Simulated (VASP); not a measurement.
# Ta4N5 (I4/m) in VASP: notebook, part 2 of 2

VASP 6.6.1. The steps go on from the part before.

## 3. Relaxation of shape and atoms at fixed volume, PBEsol (12.11 Å³/atom)

This run uses another cell than the first one, of 12.11 Å³/atom.

Contents of INCAR:

```
SYSTEM = Ta4N5
ALGO = Normal
EDIFF = 1E-7
EDIFFG = -0.01
ENCUT = 600
GGA = PS
GGA_COMPAT = .False.
IBRION = 2
ISIF = 4
ISMEAR = 0
KPAR = 4
LASPH = .True.
LCHARG = .False.
LREAL = .False.
LWAVE = .False.
NELM = 120
NELMIN = 4
NSW = 50
PREC = Accurate
SIGMA = 0.1
```

Contents of KPOINTS:

```
k-points
0
Gamma
  10 10 10
  0 0 0
```

Contents of POSCAR:

```
Ta4N5
1.0
   -3.5295819388      3.5295819388      2.1873211003
    3.5295819388     -3.5295819388      2.1873211003
    3.5295819388      3.5295819388     -2.1873211003
Ta N
4 5
Direct
    0.7827602784      0.6049008360      0.3876611143
    0.3950991640      0.7827602784      0.1778594424
    0.6049008360      0.2172397216      0.8221405576
    0.2172397216      0.3950991640      0.6123388857
    0.5000000000      0.5000000000      0.0000000000
    0.9067709493      0.3104299860      0.2172009353
    0.6895700140      0.9067709493      0.5963409633
    0.3104299860      0.0932290507      0.4036590367
    0.0932290507      0.6895700140      0.7827990647
```

Potentials or basis: VASP PAW PBE potentials, release 64 (Ta_pv, N).

Started as:

```sh
cat potpaw_PBE.64/Ta_pv/POTCAR potpaw_PBE.64/N/POTCAR > POTCAR
mpirun -np 4 vasp_std > vasp.out
```

It took 9.4 min on 4 MPI ranks of Intel Xeon 6975P-C (Granite Rapids), shared host; peak memory 0.78 GiB.

The run converged. Its results:

```
Free energy               : -103.6916 eV
Energy gained by relaxing : 1.1 meV/atom
Ionic steps               : 7
Pressure after relaxing   : -23.7 GPa
Band gap on the k mesh    : zero (an odd number of electrons rules out a gap without spin polarisation)
```

Forces in eV/Å, atoms in the order of the input:
```
Ta  -0.001 -0.001  0.000
Ta  -0.001  0.001  0.000
Ta   0.001 -0.001  0.000
Ta   0.001  0.001  0.000
N    0.000  0.000  0.000
N   -0.001  0.002  0.000
N    0.002  0.001  0.000
N   -0.002 -0.001  0.000
N    0.001 -0.002  0.000
```

Step by step:
```
step  energy change (eV)  largest force (eV/Å)  pressure (GPa)  volume (Å³)
   1              0.0000                0.1959          -24.57       109.00
   2             -0.0072                0.0956          -24.14       109.00
   3             -0.0086                0.0590          -23.83       109.00
   4             -0.0092                0.0311          -23.69       109.00
   5             -0.0096                0.0271          -23.75       109.00
   6             -0.0098                0.0100          -23.74       109.00
   7             -0.0098                0.0021          -23.74       109.00
```

Final structure:
```
CELL_PARAMETERS angstrom
-3.53436 3.53436 2.18142
3.53436 -3.53436 2.18142
3.53436 3.53436 -2.18142
ATOMIC_POSITIONS crystal
Ta 0.78161 0.60466 0.38627
Ta 0.39534 0.78161 0.17695
Ta 0.60466 0.21839 0.82305
Ta 0.21839 0.39534 0.61373
N 0.50000 0.50000 0.00000
N 0.90567 0.31299 0.21866
N 0.68701 0.90567 0.59268
N 0.31299 0.09433 0.40732
N 0.09433 0.68701 0.78134
```

Levels at points of the mesh, in eV from the Fermi level:
```tsv
k point	band 33	band 34	band 35	band 36	band 37	band 38
(0.00, 0.00, 0.00)	-1.19	-1.19	-0.91	0.48	0.93	0.93
(0.50, 0.00, 0.00)	-1.16	0.42	0.92	1.24	1.65	1.70
(0.50, 0.50, 0.00)	-2.38	-1.41	-0.66	0.32	0.63	1.43
(0.50, 0.50, 0.50)	-2.81	-1.56	-1.54	-0.41	-0.41	2.08
```

Caveat: the PAW data sets were made with another functional, which shifts forces and pressure a little; spin-orbit coupling is left out, which moves the levels of the heavy elements; an odd number of electrons without spin polarisation forces a metal; a magnetic or distorted state may lie lower.

## 4. Single point, PBEsol (10.35 Å³/atom)

Contents of INCAR:

```
SYSTEM = Ta4N5
ALGO = Normal
EDIFF = 1E-6
ENCUT = 600
GGA = PS
GGA_COMPAT = .FALSE.
ISIF = 2
ISMEAR = 0
LASPH = .TRUE.
LCHARG = .FALSE.
LREAL = .FALSE.
LWAVE = .FALSE.
NBANDS = 44
NELM = 120
PREC = Accurate
SIGMA = 0.1
```

Contents of KPOINTS:

```
k-points
0
G
  10 10 10
  0 0 0
```

Contents of POSCAR:

```
Ta4N5
1.0
   -3.3371489024      3.3371489024      2.0909472539
    3.3371489024     -3.3371489024      2.0909472539
    3.3371489024      3.3371489024     -2.0909472539
Ta N
4 5
Direct
    0.7860780700      0.6043220590      0.3904001290
    0.3956779410      0.7860780700      0.1817560110
    0.6043220590      0.2139219300      0.8182439890
    0.2139219300      0.3956779410      0.6095998710
    0.5000000000      0.5000000000      0.0000000000
    0.9092105834      0.3006686184      0.2098792018
    0.6993313816      0.9092105834      0.6085419650
    0.3006686184      0.0907894166      0.3914580350
    0.0907894166      0.6993313816      0.7901207982
```

Started as:

```sh
cat potpaw_PBE.64/Ta_pv/POTCAR potpaw_PBE.64/N/POTCAR > POTCAR
mpirun -np 1 vasp_std > vasp.out
```

Run time: 29 min. Hardware: 1 thread of Oxide Virtual Turin-like, shared host; peak memory 0.6 GiB.

Results (log left out):

```
Free energy            : -104.0347 eV
Pressure               : 22.9 GPa
Largest force          : 0.026 eV/Å
Band gap on the k mesh : zero (an odd number of electrons rules out a gap without spin polarisation)
```

Forces on the atoms (eV/Å):
```
Ta   0.002  0.006  0.000
Ta   0.006 -0.002  0.000
Ta  -0.006  0.002  0.000
Ta  -0.002 -0.006  0.000
N    0.000  0.000  0.000
N   -0.022  0.013  0.000
N    0.013  0.022  0.000
N   -0.013 -0.022  0.000
N    0.022 -0.013  0.000
```

Levels at points of the mesh, in eV from the Fermi level:
```csv
k point,band 31,band 32,band 33,band 34,band 35,band 36,band 37,band 38,band 39,band 40
"(0.00, 0.00, 0.00)",-2.61,-2.61,-1.44,-1.44,-1.14,0.62,0.62,1.18,1.18,1.85
"(0.50, 0.00, 0.00)",-4.39,-3.03,-1.22,0.62,1.20,1.67,1.88,2.12,2.25,2.79
"(0.50, 0.50, 0.00)",-3.46,-3.32,-3.22,-1.83,-0.42,0.35,0.62,1.80,1.85,2.17
"(0.50, 0.50, 0.50)",-3.53,-3.53,-3.43,-2.26,-1.92,-0.67,-0.67,2.98,3.06,3.06
```

Caveat: the cell stands under pressure; the PAW data sets were made with another functional, which shifts forces and pressure a little; spin-orbit coupling is left out, which moves the levels of the heavy elements; an odd number of electrons without spin polarisation forces a metal; a magnetic or distorted state may lie lower.

## 5. Relaxation of shape and atoms at fixed volume, PBEsol (10.68 Å³/atom)

This run uses another cell than the first one, of 10.68 Å³/atom.

Contents of INCAR:

```
SYSTEM = Ta4N5
PREC = Accurate
ENCUT = 600
EDIFF = 1E-7
ISMEAR = 0
SIGMA = 0.1
LREAL = .False.
LASPH = .True.
NELM = 120
ALGO = Normal
ISIF = 4
LWAVE = .False.
LCHARG = .False.
GGA = PS
IBRION = 2
NSW = 50
EDIFFG = -0.01
GGA_COMPAT = .False.
NELMIN = 4
```

Contents of KPOINTS:

```
regular mesh
0
Gamma
  10 10 10
  0 0 0
```

Contents of POSCAR:

```
Ta4N5
1.0
   -3.3783246912      3.3783246912      2.1054035641
    3.3783246912     -3.3783246912      2.1054035641
    3.3783246912      3.3783246912     -2.1054035641
Ta N
4 5
Direct
    0.7843847855      0.6048724996      0.3892572851
    0.3951275004      0.7843847855      0.1795122859
    0.6048724996      0.2156152145      0.8204877141
    0.2156152145      0.3951275004      0.6107427149
    0.5000000000      0.5000000000      0.0000000000
    0.9081725663      0.3059167656      0.2140893319
    0.6940832344      0.9081725663      0.6022558007
    0.3059167656      0.0918274337      0.3977441993
    0.0918274337      0.6940832344      0.7859106681
```

Started as:

```sh
cat potpaw_PBE.64/Ta_pv/POTCAR potpaw_PBE.64/N/POTCAR > POTCAR
mpirun -np 1 vasp_std > vasp.out
```

It took 1.7 h on 1 thread of Oxide Virtual Turin-like, shared host; peak memory 0.61 GiB.

It converged, with:

```
Free energy                  : -104.3493 eV
Energy gained by relaxing    : 1.1 meV/atom
Ionic steps                  : 8
Pressure after relaxing      : 10.9 GPa
Largest force after relaxing : 0.004 eV/Å
Band gap on the k mesh       : zero (an odd number of electrons rules out a gap without spin polarisation)
```

Forces on the atoms (eV/Å):
```
Ta   0.001 -0.004  0.000
Ta  -0.004 -0.001  0.000
Ta   0.004  0.001  0.000
Ta  -0.001  0.004  0.000
N    0.000  0.000  0.000
N   -0.001  0.002  0.000
N    0.002  0.001  0.000
N   -0.002 -0.001  0.000
N    0.001 -0.002  0.000
```

The path:
```
step  energy change (eV)  largest force (eV/Å)  pressure (GPa)  volume (Å³)
   1              0.0000                0.2309           11.86        96.12
   2             -0.0075                0.0981           11.23        96.12
   3             -0.0078                0.0925           11.08        96.12
   4             -0.0084                0.0722           10.81        96.12
   5             -0.0093                0.0546           10.92        96.12
   6             -0.0098                0.0160           10.86        96.12
   7             -0.0098                0.0158           10.87        96.12
   8             -0.0098                0.0044           10.86        96.12
```

Final structure:
```
CELL_PARAMETERS angstrom
-3.37509 3.37509 2.10945
3.37509 -3.37509 2.10945
3.37509 3.37509 -2.10945
ATOMIC_POSITIONS crystal
Ta 0.78528 0.60465 0.38993
Ta 0.39535 0.78528 0.18063
Ta 0.60465 0.21472 0.81937
Ta 0.21472 0.39535 0.61007
N 0.50000 0.50000 0.00000
N 0.90880 0.30314 0.21194
N 0.69686 0.90880 0.60566
N 0.30314 0.09120 0.39434
N 0.09120 0.69686 0.78806
```

Levels at points of the mesh, in eV from the Fermi level:
| k point | band 32 | band 33 | band 34 | band 35 | band 36 | band 37 | band 38 | band 39 |
| --- | --- | --- | --- | --- | --- | --- | --- | --- |
| (0.00, 0.00, 0.00) | -2.58 | -1.39 | -1.39 | -1.08 | 0.59 | 0.74 | 1.12 | 1.12 |
| (0.50, 0.00, 0.00) | -3.00 | -1.19 | 0.58 | 1.14 | 1.59 | 1.86 | 2.06 | 2.12 |
| (0.50, 0.50, 0.00) | -3.16 | -3.15 | -1.75 | -0.46 | 0.37 | 0.63 | 1.72 | 1.73 |
| (0.50, 0.50, 0.50) | -3.52 | -3.35 | -2.14 | -1.84 | -0.62 | -0.62 | 2.77 | 2.92 |

Caveat: the PAW data sets were made with another functional, which shifts forces and pressure a little; spin-orbit coupling is left out, which moves the levels of the heavy elements; an odd number of electrons without spin polarisation forces a metal; a magnetic or distorted state may lie lower.

## 6. Overview

```csv
task,cell,gap on the mesh (eV),pressure (GPa),largest force (eV/Å)
relaxation of shape and atoms at fixed volume,"relaxed from a = 5.164 Å, angles 99.4, 99.4, 132.3°, 9 atoms, atomic positions A",none,22.8,0.01
relaxation of shape and atoms at fixed volume,"relaxed from a = 5.450 Å, angles 99.3, 99.3, 132.7°, 9 atoms, atomic positions B",none,-23.7,-
single point,"a = 5.162 Å, angles 99.4, 99.4, 132.2°, 9 atoms, atomic positions C",none,22.9,0.03
relaxation of shape and atoms at fixed volume,"relaxed from a = 5.221 Å, angles 99.4, 99.4, 132.4°, 9 atoms, atomic positions D",none,10.9,-
```

Alike in all rows: level PBEsol; potentials or basis VASP PAW PBE potentials, release 64 (Ta_pv, N); no spin polarisation; k mesh 10 × 10 × 10; cutoff (eV) 600; smearing gaussian 0.1 eV.

Caveats: the PAW data sets were made with another functional, which shifts forces and pressure a little; spin-orbit coupling is left out, which moves the levels of the heavy elements; an odd number of electrons without spin polarisation forces a metal; a magnetic or distorted state may lie lower; the cell stands under pressure (at least some runs).

Total energies depend on the potentials used, so only differences within one code and one set of settings carry meaning.
